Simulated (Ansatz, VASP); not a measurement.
## SbAu2 in VASP and in Ansatz

```
Sb Au
1.0
    -1.83367    1.88416    4.49625
     1.83367   -1.88416    4.49625
     1.83367    1.88416   -4.49625
Sb Au
1 2
Direct
  0.00000 0.00000 0.00000
  0.66961 0.66961 0.00000
  0.33039 0.33039 0.00000
```

Alike in both runs: functional PBE; k mesh 6 × 6 × 6; occupations gaussian, width 0.1 eV; no spin polarisation.

Ansatz relaxed the structure, and its values are those at the end. VASP's run is a single point on that final structure, the one shown.

|  | VASP | Ansatz |
| --- | --- | --- |
| version | VASP 6.6.1 | Ansatz 0.2.0 |
| potentials or method | VASP PAW PBE potentials, release 64 (Sb, Au), cutoff 520 eV | scalar-relativistic, plane waves, PAW |
| valence electrons in the cell | 27 | 53 |

Ansatz gave:

* gap on the k mesh at the Fermi level (eV): none
* pressure (GPa): 0.0
* rms of the force components (eV/Å): 0.005

Q: What did VASP give for the same quantities?

A: gap on the k mesh at the Fermi level (eV): none; pressure (GPa): -0.3; rms of the force components (eV/Å): 0.005.

A gap of «none» marks a metal or a gap that the smearing closes. VASP's potentials hold 27 valence electrons a cell and Ansatz's 53, so a difference there can come from the potentials and not from the codes.

The k mesh is coarse, so the values compare programs but aren't converged. Spin-orbit coupling is off throughout.
